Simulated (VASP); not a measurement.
# HfB (I4/mmm) in VASP: further runs

The runs below take HfB through single point, with LDA.

Everything below comes from runs of VASP 6.6.1. Logs are shortened: lines on timing, memory, paths and dates and some standing lists are left out, and cuts for length are marked.

**1. The cell of the first run**

The structure is tetragonal, space group I4/mmm (No. 139). The conventional cell has a = 3.300 Å, b = 3.300 Å, c = 4.620 Å, α = 90.00°, β = 90.00°, γ = 90.00°. Within 3.1 Å of Hf (site symmetry 4/mmm) lie 6 B at 2.31 to 2.33 Å. Within 3.1 Å of B (site symmetry 4/mmm) lie 6 Hf at 2.31 to 2.33 Å.

**2. Single point, LDA (equal xx and yy strain of +1 %)**

Contents of INCAR:

```
SYSTEM = HfB
  PREC = Accurate
  ENCUT = 520
  EDIFF = 1E-6
  ISMEAR = -1
  SIGMA = 0.05
  LREAL = .False.
  LASPH = .True.
  NELM = 60
  ALGO = Normal
  ISIF = 2
  LWAVE = .False.
  LCHARG = .True.
  LELF = .True.
  LVHAR = .True.
  NBANDS = 14
```

Contents of KPOINTS:

```
regular mesh
0
Gamma
  15 15 15
  0 0 0
```

Contents of POSCAR:

```
HfB
1.0
    0.0000000000      2.3331000000      2.3100000000
    2.3331000000      0.0000000000      2.3100000000
    2.3331000000      2.3331000000      0.0000000000
Hf B
1 1
Direct
    0.5000000000      0.5000000000      0.5000000000
    0.0000000000      0.0000000000      0.0000000000
```

Potentials or basis: VASP PAW LDA potentials, release 64 (Hf_pv, B).

Launch:

```sh
$ cat potpaw_LDA.64/Hf_pv/POTCAR potpaw_LDA.64/B/POTCAR > POTCAR
$ mpirun -np 1 vasp_std > vasp.out
```

OUTCAR:

```text
SYSTEM = HfB
   PREC = Accurate
   ENCUT = 520
   EDIFF = 1E-6
   ISMEAR = -1
   LREAL = .False.
   LASPH = .True.
   NELM = 60
   ISIF = 2

 ion  position               nearest neighbor table
   1  0.500  0.500  0.500-   2 2.31   2 2.31   2 2.33   2 2.33   2 2.33   2 2.33
   2  0.000  0.000  0.000-   1 2.31   1 2.31   1 2.33   1 2.33   1 2.33   1 2.33

  LATTYP: Found a body centered tetragonal cell.
 ALAT       =     3.2995016624
 C/A-ratio  =     1.4002114479

  Lattice vectors:

 A1 = (   0.0000000000,  -2.3331000000,  -2.3100000000)
 A2 = (   0.0000000000,   2.3331000000,  -2.3100000000)
 A3 = (   2.3331000000,   0.0000000000,   2.3100000000)

Analysis of symmetry for initial positions (statically):
=====================================================================
 Subroutine PRICEL returns:
 Original cell was already a primitive cell.

 Routine SETGRP: Setting up the symmetry group for a
 body centered tetragonal supercell.

 Subroutine GETGRP returns: Found 16 space group operations
 (whereof 16 operations were pure point group operations)
 out of a pool of 16 trial point group operations.

The static configuration has the point symmetry D_4h.

Analysis of symmetry for dynamics (positions and initial velocities):
=====================================================================
 Subroutine PRICEL returns:
 Original cell was already a primitive cell.

 Routine SETGRP: Setting up the symmetry group for a
 body centered tetragonal supercell.

 Subroutine GETGRP returns: Found 16 space group operations
 (whereof 16 operations were pure point group operations)
 out of a pool of 16 trial point group operations.

The dynamic configuration has the point symmetry D_4h.

 Subroutine INISYM returns: Found 16 space group operations
 (whereof 16 operations are pure point group operations),
 and found     1 'primitive' translations

----------------------------------------------------------------------------------------

                                     Primitive cell

  volume of cell :      25.1483

  direct lattice vectors                    reciprocal lattice vectors
     0.000000000  2.333100000  2.310000000    -0.214307145  0.214307145  0.216450216
     2.333100000  0.000000000  2.310000000     0.214307145 -0.214307145  0.216450216
     2.333100000  2.333100000  0.000000000     0.214307145  0.214307145 -0.216450216

  length of vectors
     3.283208128  3.283208128  3.299501662     0.372432277  0.372432277  0.372432277

  position of ions in fractional coordinates (direct lattice)
     0.500000000  0.500000000  0.500000000
     0.000000000  0.000000000  0.000000000

  ion indices of the primitive-cell ions
   primitive index   ion index
                 1           1
                 2           2

----------------------------------------------------------------------------------------

 KPOINTS: regular mesh

Automatic generation of k-mesh.
 Grid dimensions read from file:
 generate k-points for:   15   15   15

 Generating k-lattice:

  Cartesian coordinates                     Fractional coordinates (reciprocal lattice)
    -0.014287143  0.014287143  0.014430014     0.066666667  0.000000000  0.000000000
     0.014287143 -0.014287143  0.014430014     0.000000000  0.066666667  0.000000000
     0.014287143  0.014287143 -0.014430014     0.000000000  0.000000000  0.066666667

  Length of vectors
     0.024828818  0.024828818  0.024828818

  Shift w.r.t. Gamma in fractional coordinates (k-lattice)
     0.000000000  0.000000000  0.000000000

 Subroutine IBZKPT returns following result:
 ===========================================

 Found    288 irreducible k-points:

 Following reciprocal coordinates:
            Coordinates               Weight
  0.000000  0.000000  0.000000      1.000000
  0.066667  0.000000  0.000000      8.000000
  0.133333  0.000000  0.000000      8.000000
  0.200000  0.000000  0.000000      8.000000
  0.266667  0.000000  0.000000      8.000000
  0.333333  0.000000  0.000000      8.000000
[... 16 lines left out ...]
  0.133333  0.133333  0.000000      2.000000
  0.200000  0.133333  0.000000      8.000000
 [... further k-points ...]
   k-points           NKPTS =    288   k-points in BZ     NKDIM =    288   number of bands    NBANDS=     14
   number of dos      NEDOS =    301   number of ions     NIONS =      2
   total plane-waves  NPLWV =  16128
   dimension x,y,z NGX =    24 NGY =   24 NGZ =   28
   dimension x,y,z NGXF=    48 NGYF=   48 NGZF=   56
   ions per type =               1   1
   NGX,Y,Z   is equivalent  to a cutoff of  12.15, 12.15, 14.11 a.u.
   NGXF,Y,Z  is equivalent  to a cutoff of  24.30, 24.30, 28.22 a.u.
 SYSTEM =  HfB
   PREC   = accura    normal or accurate (medium, high low for compatibility)
   ISTART =      0    job   : 0-new  1-cont  2-samecut
   ICHARG =      2    charge: 1-file 2-atom 10-const
   ISPIN  =      1    spin polarized calculation?
   LNONCOLLINEAR =      F non collinear calculations
[... 28 lines left out ...]
   LORBIT       =      0    0 simple, 1 ext, 2 COOP (PROOUT), +10 PAW based schemes
   GGA     = CA    functional components
   LHFCALC =     F    Hartree Fock is set to
   AEXX    =    0.0000 exact exchange contribution
   IVDW    =     0    specifies the selected vdW correction
   LEPSILON=     F    determine dielectric tensor
   LRPA    =     F    only Hartree local field effects (RPA)
 non-spin polarized calculation
  energy-cutoff  :      520.00
  volume of cell :       25.15
 maximum number of plane-waves:       690
   NGX = 13   NGY = 13   NGZ = 13

 number of electron      13.0000001 magnetization

 Free energy of the ion-electron system (eV)
  ---------------------------------------------------
  ext. energy  EPLUGINS =         0.00000000
  ---------------------------------------------------
  free energy    TOTEN  =       -18.92777310 eV

  energy without entropy =      -18.91978336  energy(sigma->0) =      -18.92377823

 E-fermi :   4.9733     XC(G=0): -12.3593

 val. band max:        4.9708385579   @ k =  -0.1333   0.0667   0.2000
 cond. band min:       4.9789024103   @ k =   0.2667   0.0000   0.2667
 fundamental gap:      0.0080638524
 Fermi energy:         4.9733204571

 k-point     1 :       0.0000    0.0000    0.0000
  band No.  band energies     occupation
      1     -23.3110      2.00000
      2     -23.3093      2.00000
      3     -23.3093      2.00000
      4      -4.4140      2.00000
      5       7.0167      0.00000
      6       7.0167      0.00000
      7       7.1337      0.00000
      8       8.8444      0.00000
      9       8.8444      0.00000
     10       8.9143      0.00000
     11       8.9802      0.00000
     12       9.1007      0.00000
     13      16.6407      0.00000
     14      17.7770      0.00000

 k-point     2 :       0.0667    0.0000    0.0000
  band No.  band energies     occupation
      1     -23.3419      2.00000
      2     -23.3134      2.00000
      3     -23.3128      2.00000
      4      -4.2872      2.00000
      5       6.6126      0.00000
      6       6.9337      0.00000
      7       7.0236      0.00000
      8       7.9215      0.00000
      9       7.9719      0.00000
     10       9.1075      0.00000
     11      10.2393      0.00000
     12      10.3462      0.00000
     13      16.9625      0.00000
     14      17.9175      0.00000

 k-point     3 :       0.1333    0.0000    0.0000
  band No.  band energies     occupation
      1     -23.4313      2.00000
      2     -23.3228      2.00000
      3     -23.3220      2.00000
      4      -3.9185      2.00000
      5       5.7213      0.00000
      6       6.2807      0.00000
      7       6.3591      0.00000
      8       7.8485      0.00000
      9       7.8851      0.00000
     10       9.4735      0.00000
     11      11.7132      0.00000
     12      11.8373      0.00000
     13      17.8498      0.00000
     14      18.2701      0.00000
[... 324 lines left out ...]
 k-point    23 :       0.1333    0.1333    0.0000
  band No.  band energies     occupation
      1     -23.4242      2.00000
      2     -23.3519      2.00000
      3     -23.3519      2.00000
      4      -3.7500      2.00000
      5       5.3141      0.00219
      6       6.3472      0.00000
      7       6.5121      0.00000
      8       6.5121      0.00000
      9       9.2613      0.00000
     10      10.2498      0.00000
     11      10.2498      0.00000
     12      12.9326      0.00000
     13      18.2533      0.00000
     14      18.6554      0.00000

 k-point    24 :       0.2000    0.1333    0.0000
  band No.  band energies     occupation
      1     -23.5089      2.00000
      2     -23.3729      2.00000
      3     -23.3643      2.00000
      4      -3.3313      2.00000
      5       4.5136      1.99980
      6       5.6127      0.00001
      7       6.2199      0.00000
      8       6.8484      0.00000
      9       9.3043      0.00000
     10      10.7097      0.00000
     11      11.2752      0.00000
     12      13.9696      0.00000
     13      19.0255      0.00000
     14      19.1422      0.00000

 [... further k-points ...]

------------------------ aborting loop because EDIFF is reached ----------------------------------------

  FORCE on cell =-STRESS in cart. coord.  units (eV):
  Direction    XX          YY          ZZ          XY          YZ          ZX
  --------------------------------------------------------------------------------------
  -------------------------------------------------------------------------------------
  Total        2.0898539      2.0898539      2.8263363      0.0000000      0.0000000     -0.0000000
  in kB      133.1428420    133.1428420    180.0635224      0.0000000      0.0000000     -0.0000000
  external PRESSURE =     148.7830688 kB  Pullay stress =       0.0000000 kB

 VOLUME and BASIS-vectors are now :
 -----------------------------------------------------------------------------
  energy-cutoff  :      520.00
  volume of cell :       25.15
      direct lattice vectors                 reciprocal lattice vectors
     0.000000000  2.333100000  2.310000000    -0.214307145  0.214307145  0.216450216
     2.333100000  0.000000000  2.310000000     0.214307145 -0.214307145  0.216450216
     2.333100000  2.333100000  0.000000000     0.214307145  0.214307145 -0.216450216

 POSITION                                       TOTAL-FORCE (eV/Angst)
 -----------------------------------------------------------------------------------
      2.33310      2.33310      2.31000         0.000000     -0.000000     -0.000000
      0.00000      0.00000      0.00000        -0.000000      0.000000      0.000000
 -----------------------------------------------------------------------------------
    total drift:                                0.000000     -0.000000      0.000000

  FREE ENERGIE OF THE ION-ELECTRON SYSTEM (eV)
  ---------------------------------------------------
  free  energy   TOTEN  =       -18.9277730955 eV

  energy  without entropy=      -18.9197833644  energy(sigma->0) =      -18.92377823
```

Run time: 38 s. Hardware: 1 thread of AMD EPYC 9R45 (Zen 5), shared host; peak memory 0.19 GiB.

Results:

```
Free energy            : -18.9278 eV
Pressure               : 14.9 GPa
Band gap on the k mesh : zero (an odd number of electrons rules out a gap without spin polarisation)
```

Caveat: the cell differs from its parent crystal (equal xx and yy strain of +1 %); the cell stands under pressure; spin-orbit coupling is left out, which moves the levels of the heavy elements.

**3. Single point, LDA (equal xx and yy strain of +2 %)**

Contents of INCAR:

```
SYSTEM = HfB
ALGO     = Normal         ! electronic algorithm
EDIFF    = 1E-7           ! SCF threshold, eV
ENCUT    = 520            ! plane-wave cutoff, eV
GGA      = CA             ! functional
ISIF     = 2              ! what is computed and relaxed
ISMEAR   = -1             ! smearing method
LASPH    = .True.         ! aspherical terms in the spheres
LCHARG   = .False.        ! write CHGCAR
LREAL    = .False.        ! projectors in reciprocal space
LWAVE    = .False.        ! write WAVECAR
NBANDS   = 14             ! bands
NELM     = 60             ! most SCF steps
PREC     = Accurate       ! precision mode
SIGMA    = 0.05           ! smearing width, eV
```

Contents of KPOINTS:

```
k-points
0
Gamma
  15 15 15
  0 0 0
```

Contents of POSCAR:

```
HfB
1.0
    0.0000000000      2.3562000000      2.3100000000
    2.3562000000      0.0000000000      2.3100000000
    2.3562000000      2.3562000000      0.0000000000
Hf B
1 1
Direct
    0.5000000000      0.5000000000      0.5000000000
    0.0000000000      0.0000000000      0.0000000000
```

Potentials or basis: VASP PAW LDA potentials, release 64 (Hf_pv, B).

Launch:

```sh
$ cat potpaw_LDA.64/Hf_pv/POTCAR potpaw_LDA.64/B/POTCAR > POTCAR
$ mpirun -np 1 vasp_std > vasp.out
```

It took 57 s on 1 thread of AMD EPYC 9R45 (Zen 5), shared host; peak memory 0.2 GiB.

Results (log left out):

| Item | Value |
| --- | --- |
| Free energy | -18.9602 eV |
| Pressure | 10.3 GPa |
| Band gap on the k mesh | zero (an odd number of electrons rules out a gap without spin polarisation) |

Stress tensor (GPa, compression positive):
```
 7.36  0.00  0.00
 0.00  7.36  0.00
 0.00  0.00 16.21
```

Levels at points of the mesh, in eV from the Fermi level:
```tsv
k point	band 4	band 5	band 6	band 7	band 8	band 9	band 10	band 11
(0.00, 0.00, 0.00)	-9.33	1.98	1.98	2.21	3.79	3.79	3.87	3.92
```

Caveat: the cell differs from its parent crystal (equal xx and yy strain of +2 %); the cell stands under pressure; spin-orbit coupling is left out, which moves the levels of the heavy elements.

**4. Single point, LDA (zz strain of -2 %)**

Contents of INCAR:

```
PREC = Accurate
ENCUT = 520
EDIFF = 1E-6
ISMEAR = -1
SIGMA = 0.05
LREAL = F
LASPH = T
NELM = 60
ALGO = Normal
ISIF = 2
LWAVE = F
LCHARG = T
LELF = T
LVHAR = T
NBANDS = 14
```

Contents of KPOINTS:

```
Automatic mesh
0
Gamma
  15 15 15
```

Contents of POSCAR:

```
HfB
1.0
    0.0000000000      2.3100000000      2.2638000000
    2.3100000000      0.0000000000      2.2638000000
    2.3100000000      2.3100000000      0.0000000000
Hf B
1 1
Direct
    0.5000000000      0.5000000000      0.5000000000
    0.0000000000      0.0000000000      0.0000000000
```

Launch:

```sh
$ cat potpaw_LDA.64/Hf_pv/POTCAR potpaw_LDA.64/B/POTCAR > POTCAR
$ mpirun -np 1 vasp_std > vasp.out
```

Run time: 35 s. Hardware: 1 thread of Intel Xeon Platinum 8375C at 2.90GHz (Ice Lake), shared host; peak memory 0.2 GiB.

Results (log left out):

```
Free energy            : -18.7950 eV
Pressure               : 25.7 GPa
Band gap on the k mesh : zero (an odd number of electrons rules out a gap without spin polarisation)
```

Stress tensor (GPa, compression positive):
```
22.07  0.00  0.00
 0.00 22.07  0.00
 0.00  0.00 32.86
```

Levels at points of the mesh, in eV from the Fermi level:
```tsv
k point	band 3	band 4	band 5	band 6	band 7	band 8	band 9	band 10	band 11	band 12
(0.00, 0.00, 0.00)	-28.07	-9.51	2.05	2.05	2.29	3.96	3.96	4.09	4.12	4.34
```

Caveat: the cell differs from its parent crystal (zz strain of -2 %); the cell stands under pressure; spin-orbit coupling is left out, which moves the levels of the heavy elements.

**5. Single point, LDA (zz strain of -1 %)**

Contents of INCAR:

```
SYSTEM = HfB
ALGO = Normal ; EDIFF = 1E-7
ENCUT = 520 ; ISIF = 2
ISMEAR = -1 ; LASPH = .True.
LCHARG = .True. ; LELF = .True.
LREAL = .False. ; LVHAR = .True.
LWAVE = .False. ; NBANDS = 14
NELM = 60 ; PREC = Accurate
SIGMA = 0.05
```

Contents of KPOINTS:

```
k-points
0
Gamma
  15 15 15
  0 0 0
```

Contents of POSCAR:

```
HfB
1.0
    0.0000000000      2.3100000000      2.2869000000
    2.3100000000      0.0000000000      2.2869000000
    2.3100000000      2.3100000000      0.0000000000
Hf B
1 1
Direct
    0.5000000000      0.5000000000      0.5000000000
    0.0000000000      0.0000000000      0.0000000000
```

Launch:

```sh
$ cat potpaw_LDA.64/Hf_pv/POTCAR potpaw_LDA.64/B/POTCAR > POTCAR
$ mpirun -np 1 vasp_std > vasp.out
```

It took 41 s on 1 thread of Intel Xeon Platinum 8375C at 2.90GHz (Ice Lake), shared host; peak memory 0.21 GiB.

Results (log left out):

```
Free energy            : -18.8405 eV
Pressure               : 22.8 GPa
Band gap on the k mesh : zero (an odd number of electrons rules out a gap without spin polarisation)
```

Stress tensor (GPa, compression positive):
```
21.05  0.00  0.00
 0.00 21.05  0.00
 0.00  0.00 26.24
```

Levels at points of the mesh, in eV from the Fermi level:
| k point | band 3 | band 4 | band 5 | band 6 | band 7 | band 8 | band 9 | band 10 | band 11 | band 12 |
| --- | --- | --- | --- | --- | --- | --- | --- | --- | --- | --- |
| (0.00, 0.00, 0.00) | -28.12 | -9.48 | 2.08 | 2.08 | 2.20 | 3.96 | 3.96 | 4.04 | 4.12 | 4.25 |

Caveat: the cell differs from its parent crystal (zz strain of -1 %); the cell stands under pressure; spin-orbit coupling is left out, which moves the levels of the heavy elements.

**6. Single point, LDA (zz strain of +1 %)**

Contents of INCAR:

```
PREC = Accurate ; ENCUT = 520
EDIFF = 1E-7 ; ISMEAR = -1
SIGMA = 0.05 ; LREAL = F
LASPH = T ; NELM = 100
ALGO = Normal ; ISIF = 2
LWAVE = F ; LCHARG = T
LELF = T ; LVHAR = T
NBANDS = 14
```

Contents of KPOINTS:

```
regular mesh
0
Gamma
  15 15 15
```

Contents of POSCAR:

```
HfB
1.0
    0.0000000000      2.3100000000      2.3331000000
    2.3100000000      0.0000000000      2.3331000000
    2.3100000000      2.3100000000      0.0000000000
Hf B
1 1
Direct
    0.5000000000      0.5000000000      0.5000000000
    0.0000000000      0.0000000000      0.0000000000
```

Potentials or basis: VASP PAW LDA potentials, release 64 (Hf_pv, B).

Launch:

```sh
$ cat potpaw_LDA.64/Hf_pv/POTCAR potpaw_LDA.64/B/POTCAR > POTCAR
$ mpirun -np 1 vasp_std > vasp.out
```

Run time: 42 s. Hardware: 1 thread of Intel Xeon Platinum 8375C at 2.90GHz (Ice Lake), shared host; peak memory 0.22 GiB.

Results (log left out):

| Property | Result |
| --- | --- |
| Free energy | -18.9026 eV |
| Pressure | 17.4 GPa |
| Band gap on the k mesh | zero (an odd number of electrons rules out a gap without spin polarisation) |

Stress tensor (GPa, compression positive):
```
19.04  0.00  0.00
 0.00 19.04  0.00
 0.00  0.00 14.26
```

Levels at points of the mesh, in eV from the Fermi level:
```csv
k point,band 4,band 5,band 6,band 7,band 8,band 9,band 10,band 11
"(0.00, 0.00, 0.00)",-9.42,2.01,2.13,2.13,3.88,3.95,3.95,4.04
```

Caveat: the cell differs from its parent crystal (zz strain of +1 %); the cell stands under pressure; spin-orbit coupling is left out, which moves the levels of the heavy elements.

**7. Summary**

| cell | gap on the mesh (eV) | pressure (GPa) |
| --- | --- | --- |
| a = 3.283, b = 3.283, c = 3.300 Å, angles 59.8, 59.8, 60.3°, 2 atoms | none | 14.9 |
| a = 3.300, b = 3.300, c = 3.332 Å, angles 59.7, 59.7, 60.7°, 2 atoms | none | 10.3 |
| a = 3.234, b = 3.234, c = 3.267 Å, angles 59.7, 59.7, 60.7°, 2 atoms | none | 25.7 |
| a = 3.251, b = 3.251, c = 3.267 Å, angles 59.8, 59.8, 60.3°, 2 atoms | none | 22.8 |
| a = 3.283, b = 3.283, c = 3.267 Å, angles 60.2, 60.2, 59.7°, 2 atoms | none | 17.4 |

Alike in all rows: task single point; level LDA; potentials or basis VASP PAW LDA potentials, release 64 (Hf_pv, B); no spin polarisation; k mesh 15 × 15 × 15; cutoff (eV) 520; smearing fermi-dirac 0.05 eV.

Caveats: the cell stands under pressure; spin-orbit coupling is left out, which moves the levels of the heavy elements.

Absolute energies hang on the potentials; compare differences alone.
